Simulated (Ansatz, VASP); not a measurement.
One calculation of NiSb, two programs

```
Ni Sb
1.0
     3.93088    0.00000    0.00000
    -1.96544    3.40424    0.00000
     0.00000    0.00000    5.12050
Ni Sb
2 2
Direct
  0.00000 0.00000 0.00000
  0.00000 0.00000 0.50000
  0.33333 0.66667 0.25000
  0.66667 0.33333 0.75000
```

Alike in both runs: functional r2SCAN; k mesh 12 × 12 × 8; occupations gaussian, width 0.1 eV; no spin polarisation.

Ansatz relaxed the structure, and its values are those at the end. VASP's run is a single point on that final structure, the one shown.

|  | VASP | Ansatz |
| --- | --- | --- |
| version | VASP 6.6.1 | Ansatz 0.2.0 |
| potentials or method | VASP PAW PBE potentials, release 64 (Ni, Sb), cutoff 520 eV | scalar-relativistic, plane waves, PAW |
| valence electrons in the cell | 30 | 66 |

```csv
,VASP,Ansatz,Ansatz less VASP
gap on the k mesh at the Fermi level (eV),none,none,-
pressure (GPa),0.0,0.0,+0.01
```

VASP's potentials were made for PBE, not for r2SCAN. A gap of «none» marks a metal or a gap that the smearing closes. The functional is the same, so the differences come from potentials, cutoffs and numerics. VASP's potentials hold 30 valence electrons a cell and Ansatz's 66, so a difference there can come from the potentials and not from the codes.

Spin-orbit coupling is off throughout.
